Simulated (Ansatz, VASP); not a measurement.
## PbF2: VASP beside Ansatz

Contents of INCAR:

```
SYSTEM = PbF2
ALGO     = Normal         ! electronic algorithm
EDIFF    = 1E-6           ! SCF threshold, eV
ENCUT    = 520            ! plane-wave cutoff, eV
GGA      = PE             ! functional
ISIF     = 2              ! what is computed and relaxed
ISMEAR   = 0              ! smearing method
LASPH    = .True.         ! aspherical terms in the spheres
LCHARG   = .False.        ! write CHGCAR
LREAL    = .False.        ! projectors in reciprocal space
LWAVE    = .False.        ! write WAVECAR
NBANDS   = 21             ! bands
NELM     = 80             ! most SCF steps
PREC     = Accurate       ! precision mode
SIGMA    = 0.05           ! smearing width, eV
```

KPOINTS

```
k-points
0
Gamma
  6 6 6
  0 0 0
```

The input POSCAR:

```
PbF2
1.0
    0.0000000000      3.0003965140      3.0003965140
    3.0003965140      0.0000000000      3.0003965140
    3.0003965140      3.0003965140      0.0000000000
Pb F
1 2
Direct
    0.0000000000      0.0000000000      0.0000000000
    0.2500000000      0.2500000000      0.2500000000
    0.7500000000      0.7500000000      0.7500000000
```

Input for Ansatz:

```yaml
crystal:
  lattice:
    - [0.0, 3.000396514, 3.000396514]
    - [3.000396514, 0.0, 3.000396514]
    - [3.000396514, 3.000396514, 0.0]
  atoms:
    - { symbol: Pb, position: [0.0, 0.0, 0.0] }
    - { symbol: F, position: [0.25, 0.25, 0.25] }
    - { symbol: F, position: [0.75, 0.75, 0.75] }
basis:
  ecutwfc: 420
  ecutrho_ratio: 4
kpoints:
  mp_grid: { grid: [6, 6, 6] }
hamiltonian:
  xc: pbe
scf:
  occupations: { method: gaussian, width: 0.05 }
output:
  forces: true
  stress: true
  eigenvalues: true
```

Alike in both runs: task single point; functional PBE; k mesh 6 × 6 × 6; occupations gaussian, width 0.05 eV; no spin polarisation.

|  | VASP | Ansatz |
| --- | --- | --- |
| version | VASP 6.6.1 | Ansatz 0.2.0 |
| potentials or method | VASP PAW PBE potentials, release 64 (Pb_d, F), cutoff 520 eV | scalar-relativistic, plane waves, PAW |
| valence electrons in the cell | 28 | 28 |

Ansatz gave:

- gap on the k mesh at the Fermi level (eV): 4.43
- least direct gap on the mesh (eV): 4.56
- pressure (GPa): 0.0

**Question.** Which values does VASP return?

**Answer.** gap on the k mesh at the Fermi level (eV): 4.43; least direct gap on the mesh (eV): 4.56; pressure (GPa): -0.2.

Neither program's run includes spin-orbit coupling.
